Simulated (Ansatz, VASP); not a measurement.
Two plane-wave programs on Ga

```
Ga
1.0
     2.26150   -3.83050    0.00000
     2.26150    3.83050    0.00000
     0.00000    0.00000    4.52400
Ga
4
Cartesian
  2.2615 1.1867 1.8956
  2.2615 2.6438 4.1576
  2.2615 -1.1867 2.6284
  2.2615 -2.6438 0.3664
```

Alike in both runs: functional PBEsol; k mesh 7 × 7 × 6; occupations fermi-dirac, width 0.05 eV; non-collinear spin, spin-orbit coupling.

|  | VASP | Ansatz |
| --- | --- | --- |
| version | VASP 6.6.1 | Ansatz 0.2.0 |
| potentials or method | VASP PAW PBE potentials, release 64 (Ga_d) | Ansatz PAW |
| plane-wave cutoff (eV) | 520 | 420 |
| valence electrons in the cell | 52 | 52 |
| task | single point | band structure |

```tsv
	VASP	Ansatz	Ansatz less VASP
pressure (GPa)	-1.4	-1.6	-0.18
traceless stress, the component that is largest in VASP (GPa)	-0.84	-0.85	-0.007
rms of the force components (eV/Å)	0.069	0.073	+0.0037
```

VASP's potentials were made for PBE, not for PBEsol. Atom by atom the forces differ by 0.004 eV/Å (rms over components).
